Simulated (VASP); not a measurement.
# Rh: single point with PBEsol+D4

Crystal: Rh.

```
CELL_PARAMETERS angstrom
0.00000 1.87877 1.87877
1.87877 0.00000 1.87877
1.87877 1.87877 0.00000
ATOMIC_POSITIONS crystal
Rh 0.00000 0.00000 0.00000
```

- Program: VASP 6.6.1
- Task: single point
- Functional: PBEsol
- Dispersion: D4
- Potentials or basis: VASP PAW PBE potentials, release 64 (Rh_pv)
- Cutoff: 520 eV
- k mesh: 12 × 12 × 12
- Occupations: fermi-dirac, width 0.05 eV
- Spin: no spin polarisation
- Dipole correction: no
- Further INCAR settings: ALGO = Normal; EDIFF = 1e-06; NBANDS = 14

- Pressure: -0.1 GPa
- Dispersion energy per atom: -0.508 eV

Levels at points of the mesh, in eV from the Fermi level:
| k point | band 3 | band 4 | band 5 | band 6 | band 7 | band 8 | band 9 | band 10 | band 11 | band 12 |
| --- | --- | --- | --- | --- | --- | --- | --- | --- | --- | --- |
| (0.00, 0.00, 0.00) | -46.43 | -8.34 | -3.30 | -3.30 | -3.30 | -1.07 | -1.07 | 15.89 | 20.21 | 21.54 |
| (0.50, 0.00, 0.00) | -46.54 | -6.49 | -3.38 | -3.38 | 0.59 | 0.59 | 0.60 | 8.95 | 15.41 | 20.21 |
| (0.50, 0.50, 0.00) | -46.73 | -6.72 | -6.33 | 0.57 | 1.03 | 1.03 | 3.21 | 12.67 | 13.43 | 13.43 |

Wall time 12 s on 1 thread of Intel(R) Xeon(R) Platinum 8259CL CPU @ 2.50GHz (Skylake/Cascade Lake), with other jobs on the host, peak memory 0.13 GiB.

Caveat: the PAW data sets were made with another functional, which shifts forces and pressure a little; pairwise dispersion overbinds metals, which lowers pressure and volume.
